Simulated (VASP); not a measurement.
## Te6Mo3H (a cell with a defect): single point with PBEsol+D3(BJ)

System: Te6Mo3H (a cell with a defect).

```
Te Mo H
1.0
     3.43343    0.00000    0.00000
    -1.71672    2.97344    0.00000
     0.00000    0.00000   20.77043
Te Mo H
6 3 1
Direct
  0.00000 0.00000 0.91258
  0.33333 0.66667 0.59178
  0.33333 0.66667 0.23331
  0.33333 0.66667 0.76669
  0.33333 0.66667 0.40822
  0.00000 0.00000 0.08742
  0.00000 0.00000 0.67915
  0.00000 0.00000 0.32085
  0.33333 0.66667 0.00000
  0.19769 0.22385 0.25234
```

```yaml
Program: VASP 6.6.1
Task: single point
Functional: PBEsol
Dispersion: D3(BJ)
Potentials_or_basis: VASP PAW PBE potentials, release 64 (Te, Mo_sv, H)
Cutoff: 400 eV
k_mesh: 9 × 9 × 2
Occupations: gaussian, width 0.05 eV
Spin: no spin polarisation
Dipole_correction: no
Further_INCAR_settings: ALGO = Normal; EDIFF = 1e-06; NBANDS = 50
```

| Item | Value |
| --- | --- |
| Pressure | 6.4 GPa |
| Largest force | 10.173 eV/Å |
| Band gap on the k mesh | zero (an odd number of electrons rules out a gap without spin polarisation) |
| Dispersion energy per atom | -0.504 eV |

Forces in eV/Å, atoms in the order of the input:
```
Te   0.001  0.002 -0.064
Te   0.000  0.000 -0.086
Te  -1.829  9.214 -3.905
Te   0.001  0.002  0.027
Te  -0.127 -0.057  0.865
Te   0.005  0.018  0.023
Mo   0.001 -0.001  0.022
Mo  -0.218 -1.268  2.602
Mo   0.000 -0.010  0.071
H    2.167 -7.899  0.446
```

Stress tensor (GPa, compression positive):
```
 1.91 -2.21 -0.01
-2.21 11.74 -4.28
-0.01 -4.28  5.58
```

Levels at points of the mesh, in eV from the Fermi level:
| k point | band 36 | band 37 | band 38 | band 39 | band 40 | band 41 | band 42 | band 43 |
| --- | --- | --- | --- | --- | --- | --- | --- | --- |
| (0.00, 0.00, 0.00) | -1.43 | -1.39 | -1.01 | -0.41 | 0.68 | 1.70 | 2.23 | 2.45 |
| (0.00, 0.00, 0.50) | -1.43 | -1.41 | -0.98 | -0.41 | 0.68 | 1.70 | 2.23 | 2.45 |

Wall time 12 min on 1 thread of Oxide Virtual Turin-like Processor, on a shared host, peak memory 0.56 GiB.

Caveat: the PAW data sets were made with another functional, which shifts forces and pressure a little; spin-orbit coupling is left out, which moves the levels of the heavy elements; an odd number of electrons without spin polarisation forces a metal; a magnetic or distorted state may lie lower.
